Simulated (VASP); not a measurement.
A run of VASP 6.6.1 is set up as follows.

INCAR

```
SYSTEM = In3GaAs4
PREC     = Accurate       ! precision mode
ENCUT    = 520            ! plane-wave cutoff, eV
EDIFF    = 1E-6           ! SCF threshold, eV
ISMEAR   = -1             ! smearing method
SIGMA    = 0.02           ! smearing width, eV
LREAL    = .FALSE.        ! projectors in reciprocal space
LASPH    = .TRUE.         ! aspherical terms in the spheres
NELM     = 100            ! most SCF steps
ALGO     = Normal         ! electronic algorithm
ISIF     = 2              ! what is computed and relaxed
LWAVE    = .FALSE.        ! write WAVECAR
LCHARG   = .TRUE.         ! write CHGCAR
GGA      = PE             ! functional
LELF     = .TRUE.         ! ELF
LVHAR    = .TRUE.       
NBANDS   = 46             ! bands
```

File KPOINTS:

```
regular mesh
0
G
  4 4 4
  0 0 0
```

File POSCAR:

```
In3GaAs4
1.0
    6.0795444427      0.0000000000      0.0000000000
    0.0000000000      6.0795444427      0.0000000000
    0.0000000000      0.0000000000      6.0795444427
Ga As In
1 4 3
Direct
    0.0000000000      0.0000000000      0.0000000000
    0.2399957384      0.2399957384      0.2399957384
    0.7600042616      0.7600042616      0.2399957384
    0.7600042616      0.2399957384      0.7600042616
    0.2399957384      0.7600042616      0.7600042616
    0.5000000000      0.5000000000      0.0000000000
    0.5000000000      0.0000000000      0.5000000000
    0.0000000000      0.5000000000      0.5000000000
```

Potentials or basis: VASP PAW PBE potentials, release 64 (Ga_d, As, In_d).

The run is started by

```console
$ cat potpaw_PBE.64/Ga_d/POTCAR potpaw_PBE.64/As/POTCAR potpaw_PBE.64/In_d/POTCAR > POTCAR
$ mpirun -np 1 vasp_std > vasp.out
```

Question: Predict the band gap on the k mesh.

Answer: Zero (filled and empty bands touch).

Question: Predict the pressure.

Answer: 0.1 GPa.

Caveat: semilocal functionals underestimate gaps, and a narrow one can read as zero; spin-orbit coupling is left out, which moves the levels of the heavy elements.
